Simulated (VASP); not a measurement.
A run of VASP 6.6.1:

INCAR

```
SYSTEM = InSe
PREC = Accurate
ENCUT = 520
EDIFF = 1E-6
ISMEAR = 0
SIGMA = 0.02
LREAL = .False.
LASPH = .True.
NELM = 60
ALGO = Normal
ISIF = 2
LWAVE = .False.
LCHARG = .False.
LDIPOL = .True.
IDIPOL = 3
DIPOL = 0.5 0.5 0.500
GGA = PE
IVDW = 12
NBANDS = 27
```

The input KPOINTS:

```
regular mesh
0
Gamma
  9 9 1
  0 0 0
```

Contents of POSCAR:

```
InSe
1.0
    4.1610000000      0.0000000000      0.0000000000
   -2.0805000000      3.6035317051      0.0000000000
    0.0000000000      0.0000000000     36.7199571806
Se In
2 2
Direct
    0.0000000000      0.0000000000      0.4314266711
    0.0000000000      0.0000000000      0.5685455674
    0.6666666667      0.3333333333      0.4644104082
    0.6666666667      0.3333333333      0.5355618847
```

Potentials or basis: VASP PAW PBE potentials, release 64 (Se, In_d).

The run is started by

```console
$ cat potpaw_PBE.64/Se/POTCAR potpaw_PBE.64/In_d/POTCAR > POTCAR
$ mpirun -np 1 vasp_std > vasp.out
```

Hardware: 1 thread of Intel Xeon 8259CL (shared host).

Estimate the wall time of this run.

It took 9.7 min on 1 thread of Intel Xeon 8259CL, on a shared host, peak memory 0.66 GiB. Counts: scf iterations 22, k points 12.
